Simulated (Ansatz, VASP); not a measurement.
Sb: VASP beside Ansatz

```
CELL_PARAMETERS angstrom
3.12337 0.00000 0.00000
0.00000 3.12337 0.00000
0.00000 0.00000 3.12337
ATOMIC_POSITIONS crystal
Sb 0.00000 0.00000 0.00000
```

Alike in both runs: task single point; functional r2SCAN; k mesh 12 × 12 × 12; occupations fermi-dirac, width 0.1 eV; no spin polarisation.

|  | VASP | Ansatz |
| --- | --- | --- |
| version | VASP 6.6.1 | Ansatz 0.2.0 |
| potentials or method | VASP PAW PBE potentials, release 64 (Sb), cutoff 520 eV | plane waves (500 eV) with PAW, scalar-relativistic |
| valence electrons in the cell | 5 | 15 |

|  | VASP | Ansatz | Ansatz less VASP |
| --- | --- | --- | --- |
| pressure (GPa) | -1.8 | -1.8 | 0.00 |

VASP's potentials were made for PBE, not for r2SCAN. VASP's potentials hold 5 valence electrons a cell and Ansatz's 15, so a difference there can come from the potentials and not from the codes.

Spin-orbit coupling is off throughout.
